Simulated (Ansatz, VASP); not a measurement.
ReBrF in VASP and in Ansatz

```
Re Br F
1.0
     3.67477    0.00000    0.00000
     0.00000    3.67477    0.00000
     0.00000    0.00000    7.63156
Re Br F
2 2 2
Direct
  0.25000 0.25000 0.16392
  0.75000 0.75000 0.83608
  0.25000 0.25000 0.66297
  0.75000 0.75000 0.33703
  0.75000 0.25000 0.00000
  0.25000 0.75000 0.00000
```

Alike in both runs: task single point; functional PBEsol; k mesh 5 × 5 × 3; non-collinear spin, spin-orbit coupling.

```csv
,VASP,Ansatz
version,VASP 6.6.1,Ansatz 0.2.0
potentials or method,"VASP PAW PBE potentials, release 64 (Re, Br, F), cutoff 520 eV",PAW plane waves
occupations,"fermi-dirac, width 0.1 eV",fermi-dirac
valence electrons in the cell,42,58
```

VASP gave:

- pressure (GPa): 5.3
- traceless stress, the component that is largest in VASP (GPa): 3.54
- rms of the force components (eV/Å): 1.064
- net moment per atom (μB): 0.00

Task: Estimate Ansatz's values.

Result: Pressure (GPa): 6.2; traceless stress, the component that is largest in VASP (GPa): 3.29; rms of the force components (eV/Å): 1.060; net moment per atom (μB): 0.00.

VASP's potentials were made for PBE, not for PBEsol. Atom by atom the forces differ by 0.022 eV/Å (rms over components). VASP's potentials hold 42 valence electrons a cell and Ansatz's 58, so a difference there can come from the potentials and not from the codes. Ansatz's warnings: stress scf threshold loose.
